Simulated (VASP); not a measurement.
# C (P3_121) in VASP: relaxation of cell and atoms with r2SCAN

Aim: the relaxation of cell and atoms of C with r2SCAN.

Program: VASP 6.6.1. These are calculated values, not measurements. Logs are shortened: lines on timing, memory, paths and dates and some standing lists are left out, and cuts for length are marked.

## Step 1: The cell of the first run

Symmetry: P3_121, No. 152, trigonal system. The conventional cell has a = 3.239 Å, b = 3.239 Å, c = 3.675 Å, α = 90.00°, β = 90.00°, γ = 120.00°. C (site symmetry 2) has 2 C at 1.76 Å within 2.3 Å.

## Step 2: Relaxation of cell and atoms, r2SCAN

POSCAR reads:

```
C
1.0
    3.2387990700      0.0000000000      0.0000000000
   -1.6193995351      2.8048822724      0.0000000000
    0.0000000000      0.0000000000      3.6745259633
C
3
Direct
    0.2254000000      0.0000000000      0.3333333333
    0.0000000000      0.2254000000      0.6666666667
    0.7746000000      0.7746000000      0.0000000000
```

INCAR.step1 reads:

```
PREC = Accurate
ENCUT = 600
ISMEAR = 0
SIGMA = 0.1
LREAL = F
LASPH = T
NELM = 80
GGA = PE
ALGO = Normal
EDIFF = 1E-4
LWAVE = T
LCHARG = F
```

INCAR.step2 reads:

```
PREC = Accurate
ENCUT = 600
EDIFF = 1E-7
ISMEAR = 0
SIGMA = 0.1
LREAL = F
LASPH = T
NELM = 80
ALGO = Normal
ISIF = 3
LWAVE = F
LCHARG = F
METAGGA = R2SCAN
LMIXTAU = T
IBRION = 2
NSW = 90
EDIFFG = -0.04
ISTART = 1
```

KPOINTS reads:

```
Automatic mesh
0
Gamma
  6 6 6
```

Potentials or basis: VASP PAW PBE potentials, release 64 (C).

Launch:

```console
$ cat potpaw_PBE.64/C/POTCAR > POTCAR
$ cp INCAR.step1 INCAR
$ mpirun -np 1 vasp_std > vasp.out
$ cp INCAR.step2 INCAR
$ mpirun -np 1 vasp_std > vasp.out
```

OUTCAR:

```text
PREC = Accurate
   ENCUT = 600
   EDIFF = 1E-7
   ISMEAR = 0
   LREAL = F
   LASPH = T
   NELM = 80
   ISIF = 3
   METAGGA = R2SCAN
   IBRION = 2
   NSW = 90
   EDIFFG = -0.04
   ISTART = 1

 ion  position               nearest neighbor table
   1  0.225  0.000  0.333-   3 1.76   2 1.76
   2  0.000  0.225  0.667-   3 1.76   1 1.76
   3  0.775  0.775  0.000-   1 1.76   2 1.76

  LATTYP: Found a hexagonal cell.
 ALAT       =     3.2387990700
 C/A-ratio  =     1.1345334749

  Lattice vectors:

 A1 = (   3.2387990700,   0.0000000000,   0.0000000000)
 A2 = (  -1.6193995351,   2.8048822724,   0.0000000000)
 A3 = (   0.0000000000,   0.0000000000,   3.6745259633)

Analysis of symmetry for initial positions (statically):
=====================================================================
 Subroutine PRICEL returns:
 Original cell was already a primitive cell.

 Routine SETGRP: Setting up the symmetry group for a
 hexagonal supercell.

 Subroutine GETGRP returns: Found  6 space group operations
 (whereof  2 operations were pure point group operations)
 out of a pool of 24 trial point group operations.

The static configuration has the point symmetry C_2 .
 The point group associated with its full space group is D_3 .

Analysis of symmetry for dynamics (positions and initial velocities):
=====================================================================
 Subroutine PRICEL returns:
 Original cell was already a primitive cell.

 Routine SETGRP: Setting up the symmetry group for a
 hexagonal supercell.

 Subroutine GETGRP returns: Found  6 space group operations
 (whereof  2 operations were pure point group operations)
 out of a pool of 24 trial point group operations.

The dynamic configuration has the point symmetry C_2 .
 The point group associated with its full space group is D_3 .

 Subroutine INISYM returns: Found  6 space group operations
 (whereof  2 operations are pure point group operations),
 and found     1 'primitive' translations

----------------------------------------------------------------------------------------

                                     Primitive cell

  volume of cell :      33.3810

  direct lattice vectors                    reciprocal lattice vectors
     3.238799070  0.000000000  0.000000000     0.308756418  0.178260601  0.000000000
    -1.619399535  2.804882272  0.000000000     0.000000000  0.356521202  0.000000000
     0.000000000  0.000000000  3.674525963     0.000000000  0.000000000  0.272143947

  length of vectors
     3.238799070  3.238799070  3.674525963     0.356521202  0.356521202  0.272143947

  position of ions in fractional coordinates (direct lattice)
     0.225400000  0.000000000  0.333333333
     1.000000000  0.225400000  0.666666667
     0.774600000  0.774600000  0.000000000

  ion indices of the primitive-cell ions
   primitive index   ion index
                 1           1
                 2           2
                 3           3

----------------------------------------------------------------------------------------

 KPOINTS: Automatic mesh

Automatic generation of k-mesh.
 Grid dimensions read from file:
 generate k-points for:    6    6    6

 Generating k-lattice:

  Cartesian coordinates                     Fractional coordinates (reciprocal lattice)
     0.051459403  0.029710100  0.000000000     0.166666667 -0.000000000  0.000000000
     0.000000000  0.059420200  0.000000000     0.000000000  0.166666667  0.000000000
     0.000000000  0.000000000  0.045357325     0.000000000  0.000000000  0.166666667

  Length of vectors
     0.059420200  0.059420200  0.045357325

  Shift w.r.t. Gamma in fractional coordinates (k-lattice)
     0.000000000  0.000000000  0.000000000

 Subroutine IBZKPT returns following result:
 ===========================================

 Found     34 irreducible k-points:

 Following reciprocal coordinates:
            Coordinates               Weight
  0.000000  0.000000  0.000000      1.000000
  0.166667  0.000000  0.000000      6.000000
  0.333333  0.000000  0.000000      6.000000
  0.500000  0.000000  0.000000      3.000000
  0.166667  0.166667  0.000000      6.000000
  0.333333  0.166667  0.000000     12.000000
[... 16 lines left out ...]
  0.500000  0.000000  0.333333      6.000000
  0.166667  0.166667  0.333333     12.000000
 [... further k-points ...]
   k-points           NKPTS =     34   k-points in BZ     NKDIM =     34   number of bands    NBANDS=     10
   number of dos      NEDOS =    301   number of ions     NIONS =      3
   total plane-waves  NPLWV =  23520
   dimension x,y,z NGX =    28 NGY =   28 NGZ =   30
   dimension x,y,z NGXF=    56 NGYF=   56 NGZF=   60
   ions per type =               3
   NGX,Y,Z   is equivalent  to a cutoff of  14.37, 14.37, 13.57 a.u.
   NGXF,Y,Z  is equivalent  to a cutoff of  28.74, 28.74, 27.15 a.u.
 SYSTEM =  unknown system
   PREC   = accura    normal or accurate (medium, high low for compatibility)
   ISTART =      1    job   : 0-new  1-cont  2-samecut
   ICHARG =      0    charge: 1-file 2-atom 10-const
   ISPIN  =      1    spin polarized calculation?
   LNONCOLLINEAR =      F non collinear calculations
   LSORBIT =      F    spin-orbit coupling
   LASPH  =      T    aspherical Exc in radial PAW
   ENCUT  =  600.0 eV  44.10 Ry    6.64 a.u.   6.47  6.47  7.34*2*pi/ulx,y,z
   NELM   =     80;   NELMIN=  2; NELMDL=  0     # of ELM steps
   EDIFF  = 0.1E-06   stopping-criterion for ELM
   LREAL  =      F    real-space projection
   EDIFFG = -.4E-01   stopping-criterion for IOM
   NSW    =     90    number of steps for IOM
   IBRION =      2    ionic relax: 0-MD 1-quasi-New 2-CG
   NFREE  =      1    steps in history (QN), initial steepest desc. (CG)
   ISIF   =      3    stress and relaxation
   ISYM   =      2    0-nonsym 1-usesym 2-fastsym
   POTIM  = 0.5000    time-step for ionic-motion
   TEBEG  =    0.0;   TEEND  =   0.0 temperature during run
   PSTRESS=    0.0 pullay stress
   NELECT =      12.0000    total number of electrons
   NUPDOWN=      -1.0000    fix difference up-down
   EMIN   =  10.00;   EMAX   =-10.00  energy-range for DOS
   EFERMI =   0.00;   METHOD = LEGACY
   ISMEAR =     0;   SIGMA  =   0.10  broadening in eV -4-tet -1-fermi 0-gaus
   EFERMI_NEDOS =   21; number of points for ismear=-14 and -15
   IALGO  =     38    algorithm
   IMIX   =      4    mixing-type and parameters
     AMIX     =   0.40;   BMIX     =  1.00
     AMIX_MAG =   1.60;   BMIX_MAG =  1.00
  volume/ion in A,a.u.               =      11.13        75.09
  Fermi-wavevector in a.u.,A,eV,Ry     =   1.164042  2.199720 18.435805  1.354993
  Thomas-Fermi vector in A             =   2.300585
   LORBIT       =      0    0 simple, 1 ext, 2 COOP (PROOUT), +10 PAW based schemes
   METAGGA = R2SCAN    functional components
   LHFCALC =     F    Hartree Fock is set to
   AEXX    =    0.0000 exact exchange contribution
   IVDW    =     0    specifies the selected vdW correction
   LEPSILON=     F    determine dielectric tensor
   LRPA    =     F    only Hartree local field effects (RPA)
 conjugate gradient relaxation of ions
 non-spin polarized calculation
 Gauss-broadening in eV      SIGMA  =   0.10
  energy-cutoff  :      600.00
  volume of cell :       33.38
 maximum number of plane-waves:      1128
 NGX is ok and might be reduce to    28
   NGX = 13   NGY = 13   NGZ = 15

--------------------------------------- Ionic step        1  -------------------------------------------

 number of electron      12.0000000 magnetization

 Free energy of the ion-electron system (eV)
  ---------------------------------------------------
  ext. energy  EPLUGINS =         0.00000000
  ---------------------------------------------------
  free energy    TOTEN  =       -19.02383462 eV

  energy without entropy =      -19.02095990  energy(sigma->0) =      -19.02239726

------------------------ aborting loop because EDIFF is reached ----------------------------------------

  FORCE on cell =-STRESS in cart. coord.  units (eV):
  Direction    XX          YY          ZZ          XY          YZ          ZX
  --------------------------------------------------------------------------------------
  -------------------------------------------------------------------------------------
  Total       -6.7843491     -6.7843491    -14.9556839      0.0000000      0.0000000     -0.0000000
  in kB     -325.6257967   -325.6257967   -717.8222156      0.0000000      0.0000000     -0.0000000
  external PRESSURE =    -456.3579363 kB  Pullay stress =       0.0000000 kB
[... 1046 lines left out ...]
 k-point    24 :       0.1667    0.1667    0.3333
  band No.  band energies     occupation
      1     -17.3101      2.00000
      2     -14.3708      2.00000
      3      -7.8627      2.00000
      4      -4.7116      2.00000
      5      -3.3127      2.00000
      6      -1.4407      2.00000
      7       0.9447      0.01123
      8       4.9972      0.00000
      9       5.8406      0.00000
     10      10.7164      0.00000

 [... further k-points ...]

[... ionic steps 4 to 42 ...]

--------------------------------------- Ionic step       43  -------------------------------------------

 number of electron      12.0000002 magnetization

------------------------ aborting loop because EDIFF is reached ----------------------------------------

  FORCE on cell =-STRESS in cart. coord.  units (eV):
  Direction    XX          YY          ZZ          XY          YZ          ZX
  --------------------------------------------------------------------------------------
  -------------------------------------------------------------------------------------
  Total        0.0812076      0.0812076      0.7725153     -0.0000000      0.0000000      0.0000000
  in kB        2.8408921      2.8408921     27.0249491     -0.0000000      0.0000000      0.0000000
  external PRESSURE =      10.9022445 kB  Pullay stress =       0.0000000 kB
[... 59 lines left out ...]
  energy  without entropy=      -26.8336955233  energy(sigma->0) =      -26.83369552

--------------------------------------- Ionic step       45  -------------------------------------------

 number of electron      12.0000002 magnetization

 Free energy of the ion-electron system (eV)
  ---------------------------------------------------
  ext. energy  EPLUGINS =         0.00000000
  ---------------------------------------------------
  free energy    TOTEN  =       -26.83400701 eV

  energy without entropy =      -26.83400701  energy(sigma->0) =      -26.83400701

 E-fermi :  -0.1871     XC(G=0):  -8.2869

 val. band max:       -0.6652773546   @ k =   0.0000   0.0000   0.3333
 cond. band min:       0.6384382440   @ k =   0.5000   0.0000   0.1667
 fundamental gap:      1.3037155986
 Fermi energy:        -0.1871115162

 k-point     1 :       0.0000    0.0000    0.0000
  band No.  band energies     occupation
      1     -17.7130      2.00000
      2     -12.3243      2.00000
      3     -12.3243      2.00000
      4      -5.1764      2.00000
      5      -5.1764      2.00000
      6       4.7057      0.00000
      7       4.7356      0.00000
      8       4.7356      0.00000
      9       4.7358      0.00000
     10       4.7730      0.00000
[... 329 lines left out ...]
  FREE ENERGIE OF THE ION-ELECTRON SYSTEM (eV)
  ---------------------------------------------------
  free  energy   TOTEN  =       -26.8340070105 eV

  energy  without entropy=      -26.8340070105  energy(sigma->0) =      -26.83400701

 reached required accuracy - stopping structural energy minimisation
```

Run time: 19 min. Hardware: 1 thread of Intel Xeon 6975P-C (Granite Rapids), shared host; peak memory 0.17 GiB.

What came out:

- Free energy: -26.8340 eV
- Relaxed volume: 15.33 Å³/atom
- Relaxed cell: a = 3.728 Å, b = 3.728 Å, c = 3.820 Å, α = 90.00°, β = 90.00°, γ = 120.00°
- Space group after relaxing (to 0.1 Å): P6/mmm (No. 191)
- Pressure after relaxing: 0.2 GPa
- Largest force after relaxing: 0.025 eV/Å
- Band gap on the k mesh: zero (bands 6 and 7 overlap by 8.21 eV)

Forces on the atoms (eV/Å):
```
C   -0.025  0.000  0.000
C    0.012 -0.022  0.000
C    0.012  0.022  0.000
```

Final structure:
```yaml
crystal:
  lattice:
    - [3.72834, 0.00000, 0.00000]
    - [-1.86417, 3.22884, 0.00000]
    - [0.00000, 0.00000, 3.81983]
  atoms:
    - { symbol: C, position: [0.00071, 0.00000, 0.33333] }
    - { symbol: C, position: [0.00000, 0.00071, 0.66667] }
    - { symbol: C, position: [0.99929, 0.99929, 0.00000] }
```

Caveat: the k points lie up to 0.32 Å⁻¹ apart in the final cell, too coarse for converged energies and pressures of a metal; the volume moved by over 15 % at a fixed basis, so the end points are rough; the PAW data sets were made with another functional, which shifts forces and pressure a little.
